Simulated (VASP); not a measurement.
Runs of VASP 6.6.1 on CdS. The structure is that of space group F-43m (No. 216), or close to it. The cells are those of the table. 

```tsv
level	cell	smearing	gap on the mesh (eV)	pressure (GPa)
r2SCAN	a = 4.146, b = 4.146, c = 4.157 Å, angles 59.9, 59.9, 60.2°, 2 atoms	gaussian 0.01 eV	(b)	0.6
PBE	a = 4.157, b = 4.223, c = 4.223 Å, angles 59.0, 60.5, 60.5°, 2 atoms	fermi-dirac 0.02 eV	0.99	-0.1
PBE	a = 4.146, b = 4.146, c = 4.157 Å, angles 59.9, 59.9, 60.2°, 2 atoms	fermi-dirac 0.02 eV	1.10	(a)
r2SCAN	a = 4.157, b = 4.223, c = 4.223 Å, angles 59.0, 60.5, 60.5°, 2 atoms	gaussian 0.01 eV	1.43	(c)
```

Alike in all rows: task single point; potentials or basis VASP PAW PBE potentials, release 64 (Cd, S); no spin polarisation; k mesh 8 × 8 × 8; cutoff (eV) 520.

Q: Fill in the values left out.

A: (a) 2.0; (b) 1.54; (c) -1.5.

Caveats: the PAW data sets were made with another functional, which shifts forces and pressure a little (some runs).

A k mesh can miss the band edges, and the runs leave out spin-orbit coupling on Cd.
